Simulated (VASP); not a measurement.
Runs of VASP 6.6.1 on PbS. The structure is that of space group P6_3mc (No. 186), or close to it. The cells are those of the table. 

```csv
cell,gap on the mesh (eV),pressure (GPa),largest force (eV/Å)
"a = 4.047, b = 4.047, c = 7.432 Å, angles 90.0, 90.0, 120.0°, 4 atoms",0.26,1.0,(b)
"a = 4.184, b = 4.184, c = 7.684 Å, angles 90.0, 90.0, 120.0°, 4 atoms",0.51,(a),(d)
"a = 4.011, b = 4.011, c = 7.366 Å, angles 90.0, 90.0, 120.0°, 4 atoms",0.18,2.7,(c)
"a = 4.082, b = 4.082, c = 7.496 Å, angles 90.0, 90.0, 120.0°, 4 atoms",0.33,-0.5,0.09
"a = 3.975, b = 3.975, c = 7.299 Å, angles 90.0, 90.0, 120.0°, 4 atoms",0.09,4.6,0.42
```

Alike in all rows: task single point; level PBEsol; potentials or basis VASP PAW PBE potentials, release 64 (Pb_d, S); no spin polarisation; k mesh 6 × 6 × 4; cutoff (eV) 520; smearing fermi-dirac 0.02 eV.

Estimate the missing entries.

(a) -3.9; (b) 0.19; (c) 0.30; (d) 0.16.

Caveats: the PAW data sets were made with another functional, which shifts forces and pressure a little; spin-orbit coupling is left out, which moves the levels of the heavy elements.

A k mesh can miss the band edges, and the runs leave out spin-orbit coupling on Pb.
